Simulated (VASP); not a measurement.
Input of a VASP 6.6.1 run:

INCAR

```
SYSTEM = BAs
PREC = Accurate
ENCUT = 520
EDIFF = 1E-7
ISMEAR = 0
SIGMA = 0.01
LREAL = .False.
LASPH = .True.
NELM = 100
ALGO = Normal
ISIF = 2
LWAVE = .False.
LCHARG = .False.
GGA = PE
NBANDS = 11
```

File KPOINTS:

```
regular mesh
0
Gamma
  7 7 7
  0 0 0
```

File POSCAR:

```
BAs
1.0
    0.0000000000      2.3885000000      2.3885000000
    2.3885000000      0.0000000000      2.3885000000
    2.3885000000      2.3885000000      0.0000000000
B As
1 1
Direct
    0.0000000000      0.0000000000      0.0000000000
    0.2500000000      0.2500000000      0.2500000000
```

Potentials or basis: VASP PAW PBE potentials, release 64 (B, As).

Run with:

```console
$ cat potpaw_PBE.64/B/POTCAR potpaw_PBE.64/As/POTCAR > POTCAR
$ mpirun -np 1 vasp_std > vasp.out
```

Problem. Predict the pressure.

Solution. 3.4 GPa.

Problem. What does it give for the band gap on the k mesh?

Solution. 1.20 eV, indirect (least direct gap 3.28 eV).

A k mesh can miss the band edges. PBE gaps usually lie below the measured ones, often by a third to a half.
